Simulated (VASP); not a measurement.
Crystal: BaF2.

```xyz
3
Lattice="0.0000 3.1000 3.1000 3.1000 0.0000 3.1000 3.1000 3.1000 0.0000" Properties=species:S:1:pos:R:3 pbc="T T T"
Ba    0.0000    0.0000    0.0000
F     1.5500    1.5500    1.5500
F     4.6501    4.6501    4.6501
```

| Item | Value |
| --- | --- |
| Program | VASP 6.6.1 |
| Task | relaxation of cell and atoms |
| Functional | LDA |
| Potentials or basis | VASP PAW LDA potentials, release 64 (Ba_sv, F) |
| Cutoff | 600 eV |
| k mesh | 6 × 6 × 6 |
| Occupations | gaussian, width 0.02 eV |
| Spin | no spin polarisation |

At the start: pressure -3.5 GPa; volume 19.86 Å³/atom.

Q: How do energy, volume and symmetry change on relaxing?

A: Over 3 steps the energy falls by 12.3 meV/atom and the volume is 18.78 Å³/atom (-5.4 %); space group Fm-3m (No. 225, to 0.05 Å).

The path:
```tsv
step	energy change (eV)	largest force (eV/Å)	pressure (GPa)	volume (Å³)
1	0.0000	0.0000	-3.46	59.58
2	-0.0364	0.0000	0.48	55.97
3	-0.0370	0.0000	0.01	56.34
```

Final structure:
```yaml
crystal:
  lattice:
    - [0.00000, 3.04271, 3.04271]
    - [3.04271, 0.00000, 3.04271]
    - [3.04271, 3.04271, 0.00000]
  atoms:
    - { symbol: Ba, position: [0.00000, 0.00000, 0.00000] }
    - { symbol: F, position: [0.25000, 0.25000, 0.25000] }
    - { symbol: F, position: [0.75000, 0.75000, 0.75000] }
```
